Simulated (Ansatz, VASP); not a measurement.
## LiH in VASP and in Ansatz

```
Li H
1.0
     0.00000    2.00862    2.00862
     2.00862    0.00000    2.00862
     2.00862    2.00862    0.00000
Li H
1 1
Direct
  0.00000 0.00000 0.00000
  0.50000 0.50000 0.50000
```

Alike in both runs: task single point; functional PBE; dispersion D4; k mesh 10 × 10 × 10; occupations gaussian, width 0.1 eV; no spin polarisation.

|  | VASP | Ansatz |
| --- | --- | --- |
| version | VASP 6.6.1 | Ansatz 0.2.0 |
| potentials or method | VASP PAW PBE potentials, release 64 (Li_sv, H), cutoff 520 eV | scalar-relativistic, plane waves, PAW |
| valence electrons in the cell | 4 | 4 |

|  | VASP | Ansatz | Ansatz less VASP |
| --- | --- | --- | --- |
| gap on the k mesh at the Fermi level (eV) | 2.98 | 2.99 | +0.007 |
| least direct gap on the mesh (eV) | 2.98 | 2.99 | +0.007 |

Noted on VASP's run: the cutoff is short for stress, so the pressure is rough.
